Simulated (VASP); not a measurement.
Write the native input for VASP 6.6.1 that does the following.

```
Task                   : single point
Functional             : PBE
Potentials or basis    : VASP PAW PBE potentials, release 64 (Al, N)
Cutoff                 : 520 eV
k mesh                 : 9 × 9 × 6
Occupations            : gaussian, width 0.05 eV
Spin                   : no spin polarisation
Dipole correction      : no
Further INCAR settings : ALGO = Normal; EDIFF = 1e-06; NBANDS = 16
```

The structure of AlN lies in POSCAR:

```
AlN
1.0
    3.1298889828      0.0000000000     -0.4694833474
   -1.5649444914      2.7105633702      0.2347416737
   -0.7525434444      0.0000000000      5.0169562961
Al N
2 2
Direct
    0.3504274366      0.6653405596      0.0080099009
    0.6850868770      0.3346594404      0.5080099009
    0.3266303057      0.6887749251      0.3769900991
    0.6378553806      0.3112250749      0.8769900991
```

This cell differs from its parent crystal: engineering shear strain xz -0.3000, normal strain along z +0.0000.

These files were run (other wordings do the same):

INCAR

```
  ALGO = Normal
  EDIFF = 1E-6
  ENCUT = 520
  GGA = PE
  ISIF = 2
  ISMEAR = 0
  LASPH = True
  LCHARG = True
  LELF = True
  LREAL = False
  LVHAR = True
  LWAVE = False
  NBANDS = 16
  NELM = 100
  PREC = Accurate
  SIGMA = 0.05
```

KPOINTS

```
k-points
0
Gamma
  9 9 6
```

Potentials or basis: VASP PAW PBE potentials, release 64 (Al, N).

Run with:

```console
$ cat potpaw_PBE.64/Al/POTCAR potpaw_PBE.64/N/POTCAR > POTCAR
$ mpirun -np 1 vasp_std > vasp.out
```

It gave:

| Item | Value |
| --- | --- |
| Pressure | 1.8 GPa |
| Largest force | 0.005 eV/Å |
| Band gap on the k mesh | 2.42 eV, direct |

Caveat: the cell differs from its parent crystal (engineering shear strain xz -0.3000, normal strain along z +0.0000).

It took 31 s on 1 thread of Intel(R) Xeon(R) Platinum 8481C CPU @ 2.70GHz (Sapphire Rapids), with other jobs on the host, peak memory 0.2 GiB.
